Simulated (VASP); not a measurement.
Input of a VASP 6.6.1 run:

Contents of INCAR:

```
SYSTEM = CdS
ALGO = Normal
EDIFF = 1E-7
ENCUT = 520
GGA = PS
ISIF = 2
ISMEAR = 0
LASPH = .True.
LCHARG = .False.
LREAL = .False.
LWAVE = .False.
NBANDS = 16
NELM = 80
PREC = Accurate
SIGMA = 0.01
```

Contents of KPOINTS:

```
k-points
0
Gamma
  8 8 8
  0 0 0
```

The input POSCAR:

```
CdS
1.0
    2.7956333532      2.7956333532      0.0000000000
   -2.7956333532      2.7956333532      0.0000000000
    0.0000000000      2.7956333532      2.7956333532
Cd S
1 1
Direct
    0.0000000000      0.0000000000      0.0000000000
    0.7500000000      0.2500000000      0.5000000000
```

Potentials or basis: VASP PAW PBE potentials, release 64 (Cd, S).

Run with:

```sh
$ cat potpaw_PBE.64/Cd/POTCAR potpaw_PBE.64/S/POTCAR > POTCAR
$ mpirun -np 1 vasp_std > vasp.out
```

(1) Estimate the band gap on the k mesh.

(2) Predict the pressure.

Results:

(1) 1.26 eV.

(2) 10.6 GPa.

Caveat: the cell stands under pressure; the PAW data sets were made with another functional, which shifts forces and pressure a little.
